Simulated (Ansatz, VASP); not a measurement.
One calculation of MoS2, two programs

```
Mo S
1.0
     1.54949    0.89460    5.93352
    -1.54949    0.89460    5.93352
     0.00000   -1.78919    5.93352
Mo S
1 2
Direct
  0.00000 0.00000 0.00000
  0.75640 0.75640 0.75640
  0.24360 0.24360 0.24360
```

Alike in both runs: functional LDA; k mesh 18 × 18 × 18; occupations gaussian, width 0.1 eV; no spin polarisation.

Ansatz relaxed the structure, and its values are those at the end. VASP's run is a single point on that final structure, the one shown.

```csv
,VASP,Ansatz
version,VASP 6.6.1,Ansatz 0.2.0
potentials or method,"VASP PAW LDA potentials, release 64 (Mo_sv, S), cutoff 520 eV","scalar-relativistic, plane waves, PAW"
valence electrons in the cell,26,26
```

|  | VASP | Ansatz | Ansatz less VASP |
| --- | --- | --- | --- |
| gap on the k mesh at the Fermi level (eV) | none | none | - |
| pressure (GPa) | 0.1 | 0.0 | -0.16 |
| rms of the force components (eV/Å) | 0.007 | 0.001 | -0.0060 |

LDA's correlation is that of Perdew and Zunger in VASP and of Perdew and Wang (1992) in Ansatz. A gap of «none» marks a metal or a gap that the smearing closes.
